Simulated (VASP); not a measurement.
# TiC (Fm-3m) in VASP: settings compared

Aim: see how the results for TiC move with the level of theory and the settings. Levels: b88 exchange, pbe correlation, PBEsol-based global hybrid with 25 % exact exchange, PBE-based screened hybrid with 50 % exact exchange. Tasks: single point, relaxation of cell and atoms.

Program: VASP 6.6.1. These are calculated values, not measurements. Logs are shortened: lines on timing, memory, paths and dates and some standing lists are left out, and cuts for length are marked.

## (1) The cell of the first run

It takes space group Fm-3m (No. 225, cubic). Conventional cell: a = 4.333 Å, b = 4.333 Å, c = 4.333 Å, α = 90.00°, β = 90.00°, γ = 90.00°. Within 2.9 Å of Ti (site symmetry m-3m) lie 6 C at 2.17 Å. Within 2.9 Å of C (site symmetry m-3m) lie 6 Ti at 2.17 Å.

## (2) Single point, b88 exchange, pbe correlation

Contents of INCAR:

```
SYSTEM = TiC
ALGO = Normal
EDIFF = 1E-6
ENCUT = 600
GGA = LIBXC
GGA_COMPAT = .False.
ISIF = 2
ISMEAR = -1
LASPH = .True.
LCHARG = .False.
LIBXC1 = GGA_X_B88
LIBXC2 = GGA_C_PBE
LREAL = .False.
LWAVE = .False.
NBANDS = 15
NELM = 120
PREC = Accurate
SIGMA = 0.05
```

Contents of KPOINTS:

```
k-points
0
Gamma
  11 11 11
  0 0 0
```

Contents of POSCAR:

```
TiC
1.0
    0.0000000000      2.1665197272      2.1665197272
    2.1665197272      0.0000000000      2.1665197272
    2.1665197272      2.1665197272      0.0000000000
Ti C
1 1
Direct
    0.0000000000      0.0000000000      0.0000000000
    0.5000000000      0.5000000000      0.5000000000
```

Potentials or basis: VASP PAW PBE potentials, release 64 (Ti_sv, C).

Launch:

```bash
$ cat potpaw_PBE.64/Ti_sv/POTCAR potpaw_PBE.64/C/POTCAR > POTCAR
$ mpirun -np 1 vasp_std > vasp.out
```

OUTCAR:

```text
SYSTEM = TiC
   EDIFF = 1E-6
   ENCUT = 600
   GGA = LIBXC
   ISIF = 2
   ISMEAR = -1
   LASPH = .True.
   LREAL = .False.
   NELM = 120
   PREC = Accurate

 ion  position               nearest neighbor table
   1  0.000  0.000  0.000-   2 2.17   2 2.17   2 2.17   2 2.17   2 2.17   2 2.17
   2  0.500  0.500  0.500-   1 2.17   1 2.17   1 2.17   1 2.17   1 2.17   1 2.17

  LATTYP: Found a face centered cubic cell.
 ALAT       =     4.3330394544

  Lattice vectors:

 A1 = (   0.0000000000,   2.1665197272,   2.1665197272)
 A2 = (   2.1665197272,   0.0000000000,   2.1665197272)
 A3 = (   2.1665197272,   2.1665197272,   0.0000000000)

Analysis of symmetry for initial positions (statically):
=====================================================================
 Subroutine PRICEL returns:
 Original cell was already a primitive cell.

 Routine SETGRP: Setting up the symmetry group for a
 face centered cubic supercell.

 Subroutine GETGRP returns: Found 48 space group operations
 (whereof 48 operations were pure point group operations)
 out of a pool of 48 trial point group operations.

The static configuration has the point symmetry O_h .

Analysis of symmetry for dynamics (positions and initial velocities):
=====================================================================
 Subroutine PRICEL returns:
 Original cell was already a primitive cell.

 Routine SETGRP: Setting up the symmetry group for a
 face centered cubic supercell.

 Subroutine GETGRP returns: Found 48 space group operations
 (whereof 48 operations were pure point group operations)
 out of a pool of 48 trial point group operations.

The dynamic configuration has the point symmetry O_h .

 Subroutine INISYM returns: Found 48 space group operations
 (whereof 48 operations are pure point group operations),
 and found     1 'primitive' translations

----------------------------------------------------------------------------------------

                                     Primitive cell

  volume of cell :      20.3385

  direct lattice vectors                    reciprocal lattice vectors
     0.000000000  2.166519727  2.166519727    -0.230784882  0.230784882  0.230784882
     2.166519727  0.000000000  2.166519727     0.230784882 -0.230784882  0.230784882
     2.166519727  2.166519727  0.000000000     0.230784882  0.230784882 -0.230784882

  length of vectors
     3.063921581  3.063921581  3.063921581     0.399731142  0.399731142  0.399731142

  position of ions in fractional coordinates (direct lattice)
     0.000000000  0.000000000  0.000000000
     0.500000000  0.500000000  0.500000000

  ion indices of the primitive-cell ions
   primitive index   ion index
                 1           1
                 2           2

----------------------------------------------------------------------------------------

 KPOINTS: k-points

Automatic generation of k-mesh.
 Grid dimensions read from file:
 generate k-points for:   11   11   11

 Generating k-lattice:

  Cartesian coordinates                     Fractional coordinates (reciprocal lattice)
    -0.020980444  0.020980444  0.020980444     0.090909091  0.000000000  0.000000000
     0.020980444 -0.020980444  0.020980444     0.000000000  0.090909091  0.000000000
     0.020980444  0.020980444 -0.020980444     0.000000000  0.000000000  0.090909091

  Length of vectors
     0.036339195  0.036339195  0.036339195

  Shift w.r.t. Gamma in fractional coordinates (k-lattice)
     0.000000000  0.000000000  0.000000000

 Subroutine IBZKPT returns following result:
 ===========================================

 Found     56 irreducible k-points:

 Following reciprocal coordinates:
            Coordinates               Weight
  0.000000  0.000000  0.000000      1.000000
  0.090909  0.000000  0.000000      8.000000
  0.181818  0.000000  0.000000      8.000000
  0.272727  0.000000  0.000000      8.000000
  0.363636  0.000000  0.000000      8.000000
  0.454545  0.000000  0.000000      8.000000
[... 16 lines left out ...]
 -0.272727  0.181818  0.000000     24.000000
 -0.181818  0.181818  0.000000     12.000000
 [... further k-points ...]
   k-points           NKPTS =     56   k-points in BZ     NKDIM =     56   number of bands    NBANDS=     15
   number of dos      NEDOS =    301   number of ions     NIONS =      2
   total plane-waves  NPLWV =  13824
   dimension x,y,z NGX =    24 NGY =   24 NGZ =   24
   dimension x,y,z NGXF=    48 NGYF=   48 NGZF=   48
   ions per type =               1   1
   NGX,Y,Z   is equivalent  to a cutoff of  13.02, 13.02, 13.02 a.u.
   NGXF,Y,Z  is equivalent  to a cutoff of  26.04, 26.04, 26.04 a.u.
 SYSTEM =  TiC
   PREC   = accura    normal or accurate (medium, high low for compatibility)
   ISTART =      0    job   : 0-new  1-cont  2-samecut
   ICHARG =      2    charge: 1-file 2-atom 10-const
   ISPIN  =      1    spin polarized calculation?
   LNONCOLLINEAR =      F non collinear calculations
   LSORBIT =      F    spin-orbit coupling
   LASPH  =      T    aspherical Exc in radial PAW
   ENCUT  =  600.0 eV  44.10 Ry    6.64 a.u.   6.12  6.12  6.12*2*pi/ulx,y,z
   NELM   =    120;   NELMIN=  2; NELMDL= -5     # of ELM steps
   EDIFF  = 0.1E-05   stopping-criterion for ELM
   LREAL  =      F    real-space projection
   EDIFFG = 0.1E-04   stopping-criterion for IOM
   NSW    =      0    number of steps for IOM
   IBRION =     -1    ionic relax: 0-MD 1-quasi-New 2-CG
   NFREE  =      0    steps in history (QN), initial steepest desc. (CG)
   ISIF   =      2    stress and relaxation
   ISYM   =      2    0-nonsym 1-usesym 2-fastsym
   POTIM  = 0.5000    time-step for ionic-motion
   TEBEG  =    0.0;   TEEND  =   0.0 temperature during run
   PSTRESS=    0.0 pullay stress
   NELECT =      16.0000    total number of electrons
   NUPDOWN=      -1.0000    fix difference up-down
   EMIN   =  10.00;   EMAX   =-10.00  energy-range for DOS
   EFERMI =   0.00;   METHOD = LEGACY
   ISMEAR =    -1;   SIGMA  =   0.05  broadening in eV -4-tet -1-fermi 0-gaus
   EFERMI_NEDOS =   21; number of points for ismear=-14 and -15
   IALGO  =     38    algorithm
   IMIX   =      4    mixing-type and parameters
     AMIX     =   0.40;   BMIX     =  1.00
     AMIX_MAG =   1.60;   BMIX_MAG =  1.00
  volume/ion in A,a.u.               =      10.17        68.63
  Fermi-wavevector in a.u.,A,eV,Ry     =   1.511270  2.855887 31.074866  2.283938
  Thomas-Fermi vector in A             =   2.621350
   LORBIT       =      0    0 simple, 1 ext, 2 COOP (PROOUT), +10 PAW based schemes
   GGA     = LIBXC    functional components
   LHFCALC =     F    Hartree Fock is set to
   AEXX    =    0.0000 exact exchange contribution
   IVDW    =     0    specifies the selected vdW correction
   LEPSILON=     F    determine dielectric tensor
   LRPA    =     F    only Hartree local field effects (RPA)
 non-spin polarized calculation
  energy-cutoff  :      600.00
  volume of cell :       20.34
 maximum number of plane-waves:       690
   NGX = 13   NGY = 13   NGZ = 13

 number of electron      16.0000000 magnetization

 Free energy of the ion-electron system (eV)
  ---------------------------------------------------
  ext. energy  EPLUGINS =         0.00000000
  ---------------------------------------------------
  free energy    TOTEN  =       -18.48828658 eV

  energy without entropy =      -18.48590486  energy(sigma->0) =      -18.48709572

 E-fermi :   9.4260     XC(G=0): -12.7039

 val. band max:        9.2934508739   @ k =   0.4545   0.4545   0.0000
 cond. band min:       9.5128053222   @ k =   0.0909   0.0000   0.0000
 fundamental gap:      0.2193544483
 Fermi energy:         9.4259791379

 k-point     1 :       0.0000    0.0000    0.0000
  band No.  band energies     occupation
      1     -47.2248      2.00000
      2     -23.2714      2.00000
      3     -23.2714      2.00000
      4     -23.2714      2.00000
      5      -3.0192      2.00000
      6      10.0512      0.00001
      7      10.0512      0.00001
      8      10.0512      0.00001
      9      11.0383      0.00000
     10      11.0383      0.00000
     11      11.0383      0.00000
     12      11.0560      0.00000
     13      11.0560      0.00000
     14      19.8487      0.00000
     15      23.4681      0.00000

 k-point     2 :       0.0909    0.0000    0.0000
  band No.  band energies     occupation
      1     -47.2191      2.00000
      2     -23.3119      2.00000
      3     -23.2752      2.00000
      4     -23.2752      2.00000
      5      -2.8344      2.00000
      6       9.2421      1.95068
      7       9.5128      0.29951
      8       9.5128      0.29950
      9      10.3725      0.00000
     10      10.3725      0.00000
     11      11.4292      0.00000
     12      12.5291      0.00000
     13      12.5291      0.00000
     14      20.1712      0.00000
     15      23.5155      0.00000

 k-point     3 :       0.1818    0.0000    0.0000
  band No.  band energies     occupation
      1     -47.2037      2.00000
      2     -23.4191      2.00000
      3     -23.2854      2.00000
      4     -23.2854      2.00000
      5      -2.3031      2.00000
      6       7.8085      2.00000
      7       8.3805      2.00000
      8       8.3805      2.00000
      9      10.7146      0.00000
     10      10.7146      0.00000
     11      11.8631      0.00000
     12      14.0736      0.00000
     13      14.0736      0.00000
     14      20.6994      0.00000
     15      23.4682      0.00000

 k-point     4 :       0.2727    0.0000    0.0000
  band No.  band energies     occupation
      1     -47.1835      2.00000
      2     -23.5570      2.00000
      3     -23.2987      2.00000
      4     -23.2987      2.00000
      5      -1.4958      2.00000
      6       6.2529      2.00000
      7       7.4635      2.00000
      8       7.4635      2.00000
      9      11.2603      0.00000
     10      11.2603      0.00000
     11      12.2998      0.00000
     12      15.5206      0.00000
     13      15.5206      0.00000
     14      20.2033      0.00000
     15      23.9995      0.00000
[... 307 lines left out ...]
 k-point    22 :      -0.3636    0.1818    0.0000
  band No.  band energies     occupation
      1     -47.1471      2.00000
      2     -23.6864      2.00000
      3     -23.4267      2.00000
      4     -23.3302      2.00000
      5       0.0427      2.00000
      6       4.4305      2.00000
      7       6.5227      2.00000
      8       6.7096      2.00000
      9      11.8962      0.00000
     10      12.2400      0.00000
     11      13.1600      0.00000
     12      15.3843      0.00000
     13      17.1573      0.00000
     14      19.7601      0.00000
     15      23.4184      0.00000

 k-point    23 :      -0.2727    0.1818    0.0000
  band No.  band energies     occupation
      1     -47.1596      2.00000
      2     -23.6211      2.00000
      3     -23.4160      2.00000
      4     -23.3089      2.00000
      5      -0.5728      2.00000
      6       5.1530      2.00000
      7       6.8315      2.00000
      8       6.8941      2.00000
      9      11.3637      0.00000
     10      12.3019      0.00000
     11      13.1180      0.00000
     12      14.4625      0.00000
     13      17.2431      0.00000
     14      20.4536      0.00000
     15      22.9984      0.00000

 k-point    24 :      -0.1818    0.1818    0.0000
  band No.  band energies     occupation
      1     -47.1767      2.00000
      2     -23.5408      2.00000
      3     -23.3775      2.00000
      4     -23.2910      2.00000
      5      -1.3089      2.00000
      6       6.1247      2.00000
      7       7.1964      2.00000
      8       7.4418      2.00000
      9      10.8995      0.00000
     10      11.9938      0.00000
     11      12.9217      0.00000
     12      13.7011      0.00000
     13      16.5866      0.00000
     14      21.1615      0.00000
     15      22.8783      0.00000

 [... further k-points ...]

------------------------ aborting loop because EDIFF is reached ----------------------------------------

  FORCE on cell =-STRESS in cart. coord.  units (eV):
  Direction    XX          YY          ZZ          XY          YZ          ZX
  --------------------------------------------------------------------------------------
  -------------------------------------------------------------------------------------
  Total        0.0180200      0.0180200      0.0180200      0.0000000      0.0000000      0.0000000
  in kB        1.4195375      1.4195375      1.4195375      0.0000000      0.0000000      0.0000000
  external PRESSURE =       1.4195375 kB  Pullay stress =       0.0000000 kB

 VOLUME and BASIS-vectors are now :
 -----------------------------------------------------------------------------
  energy-cutoff  :      600.00
  volume of cell :       20.34
      direct lattice vectors                 reciprocal lattice vectors
     0.000000000  2.166519727  2.166519727    -0.230784882  0.230784882  0.230784882
     2.166519727  0.000000000  2.166519727     0.230784882 -0.230784882  0.230784882
     2.166519727  2.166519727  0.000000000     0.230784882  0.230784882 -0.230784882

 POSITION                                       TOTAL-FORCE (eV/Angst)
 -----------------------------------------------------------------------------------
      0.00000      0.00000      0.00000         0.000000     -0.000000     -0.000000
      2.16652      2.16652      2.16652        -0.000000      0.000000      0.000000
 -----------------------------------------------------------------------------------
    total drift:                                0.000000     -0.000000     -0.000000

  FREE ENERGIE OF THE ION-ELECTRON SYSTEM (eV)
  ---------------------------------------------------
  free  energy   TOTEN  =       -18.4882865780 eV

  energy  without entropy=      -18.4859048638  energy(sigma->0) =      -18.48709572
```

Wall time 21 s (1 thread of Intel Xeon Platinum 8259CL at 2.50GHz (Skylake/Cascade Lake), shared host); peak memory 0.15 GiB.

What came out:

```yaml
Free_energy: -18.4883 eV
Pressure: 0.1 GPa
Band_gap_on_the_k_mesh: zero (bands 8 and 9 overlap by 1.10 eV)
```

Caveat: the PAW data sets were made with another functional, which shifts forces and pressure a little.

## (3) Relaxation of cell and atoms, b88 exchange, pbe correlation

Contents of INCAR:

```
  PREC = Accurate
  ENCUT = 600
  EDIFF = 1E-7
  ISMEAR = -1
  SIGMA = 0.05
  LREAL = False
  LASPH = True
  NELM = 120
  ALGO = Normal
  ISIF = 3
  LWAVE = False
  LCHARG = False
  GGA = LIBXC
  LIBXC1 = GGA_X_B88
  LIBXC2 = GGA_C_PBE
  IBRION = 2
  NSW = 60
  EDIFFG = -0.01
  GGA_COMPAT = False
  NELMIN = 4
```

Contents of KPOINTS:

```
regular mesh
0
Gamma
  11 11 11
```

Contents of POSCAR:

```
TiC
1.0
    0.0000000000      2.1657188437      2.1657188437
    2.1657188437      0.0000000000      2.1657188437
    2.1657188437      2.1657188437      0.0000000000
Ti C
1 1
Direct
    0.0000000000      0.0000000000      0.0000000000
    0.5000000000      0.5000000000      0.5000000000
```

Potentials or basis: VASP PAW PBE potentials, release 64 (Ti_sv, C).

Launch:

```bash
$ cat potpaw_PBE.64/Ti_sv/POTCAR potpaw_PBE.64/C/POTCAR > POTCAR
$ mpirun -np 1 vasp_std > vasp.out
```

Wall time 53 s (1 thread of Intel Xeon Platinum 8259CL at 2.50GHz (Skylake/Cascade Lake), shared host); peak memory 0.15 GiB.

The run converged. Its results:

* Free energy: -18.4882 eV
* Relaxed volume: 10.18 Å³/atom
* Relaxed cell: a = 3.065 Å, b = 3.065 Å, c = 3.065 Å, α = 60.00°, β = 60.00°, γ = 60.00°
* Space group after relaxing (to 0.1 Å): Fm-3m (No. 225)
* Energy gained by relaxing: 0.0 meV/atom
* Ionic steps: 3
* Pressure after relaxing: 0.0 GPa
* Band gap on the k mesh: zero (bands 8 and 9 overlap by 1.10 eV)

Final structure:
```
Ti C
1.0
     0.00000    2.16697    2.16697
     2.16697    0.00000    2.16697
     2.16697    2.16697    0.00000
Ti C
1 1
Direct
  0.00000 0.00000 0.00000
  0.50000 0.50000 0.50000
```

Levels at points of the mesh, in eV from the Fermi level:
```
           k point  band 5  band 6  band 7  band 8  band 9  band 10  band 11  band 12
(0.00, 0.00, 0.00)  -12.44    0.62    0.62    0.62    1.61     1.61     1.61     1.63
```

Caveat: the PAW data sets were made with another functional, which shifts forces and pressure a little.

[end of part 1 of 2]
